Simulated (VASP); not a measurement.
# ZnS (wurtzite type) (P6_3mc) in VASP: notebook

The runs below take ZnS (wurtzite type) through single point, with PBE.

All numbers are computed with VASP 6.6.1; they aren't measurements. Logs are shortened: lines on timing, memory, paths and dates and some standing lists are left out, and cuts for length are marked.

### 1 The cell of the first run

The structure is hexagonal, space group P6_3mc (No. 186). Conventional cell: a = 3.845 Å, b = 3.845 Å, c = 6.305 Å, α = 90.00°, β = 90.00°, γ = 120.00°. Zn (site symmetry 3m) has 4 S at 2.36 Å within 3.1 Å. S (site symmetry 3m) has 4 Zn at 2.36 Å within 3.1 Å.

### 2 Single point, PBE

INCAR

```
SYSTEM = ZnS
PREC = Accurate
ENCUT = 500
EDIFF = 1E-6
ISMEAR = -1
SIGMA = 0.05
LREAL = .False.
LASPH = .True.
NELM = 120
ALGO = Normal
ISIF = 2
LWAVE = .False.
LCHARG = .True.
GGA = PE
LELF = .True.
LVHAR = .True.
NBANDS = 26
GGA_COMPAT = .False.
```

KPOINTS

```
Automatic mesh
0
Gamma
  10 10 5
  0 0 0
```

POSCAR

```
ZnS
1.0
    3.8445746294      0.0000000000      0.0000000000
   -1.9222873147      3.3294992958      0.0000000000
    0.0000000000      0.0000000000      6.3050789164
Zn S
2 2
Direct
    0.3333333333      0.6666666667      0.0007376502
    0.6666666667      0.3333333333      0.5007376502
    0.3333333333      0.6666666667      0.3752623498
    0.6666666667      0.3333333333      0.8752623498
```

Potentials or basis: VASP PAW PBE potentials, release 64 (Zn, S).

Launch:

```bash
$ cat potpaw_PBE.64/Zn/POTCAR potpaw_PBE.64/S/POTCAR > POTCAR
$ mpirun -np 1 vasp_std > vasp.out
```

OUTCAR:

```text
SYSTEM = ZnS
   PREC = Accurate
   ENCUT = 500
   EDIFF = 1E-6
   ISMEAR = -1
   LREAL = .False.
   LASPH = .True.
   NELM = 120
   ISIF = 2
   GGA = PE

 ion  position               nearest neighbor table
   1  0.333  0.667  0.001-   4 2.36   4 2.36   4 2.36   3 2.36
   2  0.667  0.333  0.501-   3 2.36   3 2.36   3 2.36   4 2.36
   3  0.333  0.667  0.375-   2 2.36   2 2.36   2 2.36   1 2.36
   4  0.667  0.333  0.875-   1 2.36   1 2.36   1 2.36   2 2.36

  LATTYP: Found a hexagonal cell.
 ALAT       =     3.8445746294
 C/A-ratio  =     1.6399938938

  Lattice vectors:

 A1 = (   3.8445746294,   0.0000000000,   0.0000000000)
 A2 = (  -1.9222873147,   3.3294992958,   0.0000000000)
 A3 = (   0.0000000000,   0.0000000000,   6.3050789164)

Analysis of symmetry for initial positions (statically):
=====================================================================
 Subroutine PRICEL returns:
 Original cell was already a primitive cell.

 Routine SETGRP: Setting up the symmetry group for a
 hexagonal supercell.

 Subroutine GETGRP returns: Found 12 space group operations
 (whereof  6 operations were pure point group operations)
 out of a pool of 24 trial point group operations.

The static configuration has the point symmetry C_3v.
 The point group associated with its full space group is C_6v.

Analysis of symmetry for dynamics (positions and initial velocities):
=====================================================================
 Subroutine PRICEL returns:
 Original cell was already a primitive cell.

 Routine SETGRP: Setting up the symmetry group for a
 hexagonal supercell.

 Subroutine GETGRP returns: Found 12 space group operations
 (whereof  6 operations were pure point group operations)
 out of a pool of 24 trial point group operations.

The dynamic configuration has the point symmetry C_3v.
 The point group associated with its full space group is C_6v.

 Subroutine INISYM returns: Found 12 space group operations
 (whereof  6 operations are pure point group operations),
 and found     1 'primitive' translations

----------------------------------------------------------------------------------------

                                     Primitive cell

  volume of cell :      80.7082

  direct lattice vectors                    reciprocal lattice vectors
     3.844574629  0.000000000  0.000000000     0.260106799  0.150172730  0.000000000
    -1.922287315  3.329499296  0.000000000     0.000000000  0.300345461  0.000000000
     0.000000000  0.000000000  6.305078916     0.000000000  0.000000000  0.158602297

  length of vectors
     3.844574629  3.844574629  6.305078916     0.300345461  0.300345461  0.158602297

  position of ions in fractional coordinates (direct lattice)
     0.333333333  0.666666667  0.000737650
     0.666666667  0.333333333  0.500737650
     0.333333333  0.666666667  0.375262350
     0.666666667  0.333333333  0.875262350

  ion indices of the primitive-cell ions
   primitive index   ion index
                 1           1
                 2           2
                 3           3
                 4           4

----------------------------------------------------------------------------------------

 KPOINTS: Automatic mesh

Automatic generation of k-mesh.
 Grid dimensions read from file:
 generate k-points for:   10   10    5

 Generating k-lattice:

  Cartesian coordinates                     Fractional coordinates (reciprocal lattice)
     0.026010680  0.015017273  0.000000000     0.100000000 -0.000000000  0.000000000
     0.000000000  0.030034546  0.000000000     0.000000000  0.100000000  0.000000000
     0.000000000  0.000000000  0.031720459     0.000000000  0.000000000  0.200000000

  Length of vectors
     0.030034546  0.030034546  0.031720459

  Shift w.r.t. Gamma in fractional coordinates (k-lattice)
     0.000000000  0.000000000  0.000000000

 Subroutine IBZKPT returns following result:
 ===========================================

 Found     42 irreducible k-points:

 Following reciprocal coordinates:
            Coordinates               Weight
  0.000000  0.000000  0.000000      1.000000
  0.100000  0.000000  0.000000      6.000000
  0.200000  0.000000  0.000000      6.000000
  0.300000  0.000000  0.000000      6.000000
  0.400000  0.000000  0.000000      6.000000
  0.500000  0.000000  0.000000      3.000000
[... 16 lines left out ...]
  0.300000  0.100000  0.200000     24.000000
  0.400000  0.100000  0.200000     24.000000
 [... further k-points ...]
   k-points           NKPTS =     42   k-points in BZ     NKDIM =     42   number of bands    NBANDS=     26
   number of dos      NEDOS =    301   number of ions     NIONS =      4
   total plane-waves  NPLWV =  37632
   dimension x,y,z NGX =    28 NGY =   28 NGZ =   48
   dimension x,y,z NGXF=    56 NGYF=   56 NGZF=   96
   ions per type =               2   2
   NGX,Y,Z   is equivalent  to a cutoff of  12.11, 12.11, 12.66 a.u.
   NGXF,Y,Z  is equivalent  to a cutoff of  24.22, 24.22, 25.31 a.u.
 SYSTEM =  ZnS
   PREC   = accura    normal or accurate (medium, high low for compatibility)
   ISTART =      0    job   : 0-new  1-cont  2-samecut
   ICHARG =      2    charge: 1-file 2-atom 10-const
   ISPIN  =      1    spin polarized calculation?
   LNONCOLLINEAR =      F non collinear calculations
   LSORBIT =      F    spin-orbit coupling
   LASPH  =      T    aspherical Exc in radial PAW
   ENCUT  =  500.0 eV  36.75 Ry    6.06 a.u.   7.01  7.01 11.50*2*pi/ulx,y,z
   NELM   =    120;   NELMIN=  2; NELMDL= -5     # of ELM steps
   EDIFF  = 0.1E-05   stopping-criterion for ELM
   LREAL  =      F    real-space projection
   EDIFFG = 0.1E-04   stopping-criterion for IOM
   NSW    =      0    number of steps for IOM
   IBRION =     -1    ionic relax: 0-MD 1-quasi-New 2-CG
   NFREE  =      0    steps in history (QN), initial steepest desc. (CG)
   ISIF   =      2    stress and relaxation
   ISYM   =      2    0-nonsym 1-usesym 2-fastsym
   POTIM  = 0.5000    time-step for ionic-motion
   TEBEG  =    0.0;   TEEND  =   0.0 temperature during run
   PSTRESS=    0.0 pullay stress
   NELECT =      36.0000    total number of electrons
   NUPDOWN=      -1.0000    fix difference up-down
   EMIN   =  10.00;   EMAX   =-10.00  energy-range for DOS
   EFERMI =   0.00;   METHOD = LEGACY
   ISMEAR =    -1;   SIGMA  =   0.05  broadening in eV -4-tet -1-fermi 0-gaus
   EFERMI_NEDOS =   21; number of points for ismear=-14 and -15
   IALGO  =     38    algorithm
   IMIX   =      4    mixing-type and parameters
     AMIX     =   0.40;   BMIX     =  1.00
     AMIX_MAG =   1.60;   BMIX_MAG =  1.00
  volume/ion in A,a.u.               =      20.18       136.16
  Fermi-wavevector in a.u.,A,eV,Ry     =   1.250844  2.363752 21.287814  1.564610
  Thomas-Fermi vector in A             =   2.384819
   LORBIT       =      0    0 simple, 1 ext, 2 COOP (PROOUT), +10 PAW based schemes
   GGA     = PE    functional components
   LHFCALC =     F    Hartree Fock is set to
   AEXX    =    0.0000 exact exchange contribution
   IVDW    =     0    specifies the selected vdW correction
   LEPSILON=     F    determine dielectric tensor
   LRPA    =     F    only Hartree local field effects (RPA)
 non-spin polarized calculation
  energy-cutoff  :      500.00
  volume of cell :       80.71
 maximum number of plane-waves:      2063
 NGX is ok and might be reduce to    28
   NGX = 13   NGY = 13   NGZ = 23

 number of electron      36.0000007 magnetization

 Free energy of the ion-electron system (eV)
  ---------------------------------------------------
  ext. energy  EPLUGINS =         0.00000000
  ---------------------------------------------------
  free energy    TOTEN  =       -13.69332381 eV

  energy without entropy =      -13.69332381  energy(sigma->0) =      -13.69332381

 E-fermi :   2.8988     XC(G=0):  -9.5182

 val. band max:        1.9174095988   @ k =   0.0000   0.0000   0.0000
 cond. band min:       4.0007692859   @ k =   0.0000   0.0000   0.0000
 fundamental gap:      2.0833596871
 Fermi energy:         2.8988197652

 k-point     1 :       0.0000    0.0000    0.0000
  band No.  band energies     occupation
      1     -11.0931      2.00000
      2     -10.2036      2.00000
      3      -4.3397      2.00000
      4      -4.3279      2.00000
      5      -4.3279      2.00000
      6      -4.2498      2.00000
[... 18 lines left out ...]
     25       9.5956      0.00000
     26      11.0469      0.00000

 k-point     2 :       0.1000    0.0000    0.0000
  band No.  band energies     occupation
      1     -11.0283      2.00000
      2     -10.1674      2.00000
      3      -4.3360      2.00000
      4      -4.3220      2.00000
      5      -4.3150      2.00000
      6      -4.2425      2.00000
[... 18 lines left out ...]
     25       9.8917      0.00000
     26      10.6665      0.00000

 k-point     3 :       0.2000    0.0000    0.0000
  band No.  band energies     occupation
      1     -10.8470      2.00000
      2     -10.0744      2.00000
      3      -4.3375      2.00000
      4      -4.2940      2.00000
      5      -4.2840      2.00000
      6      -4.2110      2.00000
[... 18 lines left out ...]
     25      10.0486      0.00000
     26      10.6857      0.00000

 k-point     4 :       0.3000    0.0000    0.0000
  band No.  band energies     occupation
      1     -10.5909      2.00000
      2      -9.9692      2.00000
      3      -4.3271      2.00000
      4      -4.2596      2.00000
      5      -4.2527      2.00000
      6      -4.1376      2.00000
[... 18 lines left out ...]
     25      10.5798      0.00000
     26      11.0355      0.00000
[... 496 lines left out ...]
      1     -10.6254      2.00000
      2     -10.0742      2.00000
      3      -4.3269      2.00000
      4      -4.2738      2.00000
      5      -4.2565      2.00000
      6      -4.1931      2.00000
[... 18 lines left out ...]
     25      10.4090      0.00000
     26      10.7757      0.00000

 k-point    23 :       0.3000    0.1000    0.2000
  band No.  band energies     occupation
      1     -10.3780      2.00000
      2      -9.9710      2.00000
      3      -4.3091      2.00000
      4      -4.2454      2.00000
      5      -4.2137      2.00000
      6      -4.1143      2.00000
[... 18 lines left out ...]
     25      10.6284      0.00000
     26      11.3183      0.00000

 k-point    24 :       0.4000    0.1000    0.2000
  band No.  band energies     occupation
      1     -10.1877      2.00000
      2      -9.9311      2.00000
      3      -4.3050      2.00000
      4      -4.2191      2.00000
      5      -4.1671      2.00000
      6      -4.0679      2.00000
[... 18 lines left out ...]
     25      11.1345      0.00000
     26      12.3691      0.00000

 [... further k-points ...]
[... 5 lines left out ...]
  --------------------------------------------------------------------------------------
  -------------------------------------------------------------------------------------
  Total        0.0840177      0.0840177      0.0812130      0.0000000      0.0000000      0.0000000
  in kB        1.6678747      1.6678747      1.6121990      0.0000000      0.0000000      0.0000000
  external PRESSURE =       1.6493161 kB  Pullay stress =       0.0000000 kB

 VOLUME and BASIS-vectors are now :
 -----------------------------------------------------------------------------
  energy-cutoff  :      500.00
  volume of cell :       80.71
      direct lattice vectors                 reciprocal lattice vectors
     3.844574629  0.000000000  0.000000000     0.260106799  0.150172730  0.000000000
    -1.922287315  3.329499296  0.000000000     0.000000000  0.300345461  0.000000000
     0.000000000  0.000000000  6.305078916     0.000000000  0.000000000  0.158602297

 POSITION                                       TOTAL-FORCE (eV/Angst)
 -----------------------------------------------------------------------------------
     -0.00000      2.21967      0.00465        -0.000000     -0.000000      0.000912
      1.92229      1.10983      3.15719         0.000000      0.000000      0.000912
     -0.00000      2.21967      2.36606        -0.000000      0.000000     -0.000912
      1.92229      1.10983      5.51860         0.000000      0.000000     -0.000912
 -----------------------------------------------------------------------------------
    total drift:                               -0.000001     -0.000001     -0.000808

  FREE ENERGIE OF THE ION-ELECTRON SYSTEM (eV)
  ---------------------------------------------------
  free  energy   TOTEN  =       -13.6933238060 eV

  energy  without entropy=      -13.6933238059  energy(sigma->0) =      -13.69332381
```

It took 58 s on 1 thread of Intel Xeon 6975P-C, shared host; peak memory 0.22 GiB.

Results:

```yaml
Free_energy: -13.6933 eV
Pressure: 0.2 GPa
Band_gap_on_the_k_mesh: 2.08 eV, direct
```

(Continued in part 2 of 2.)
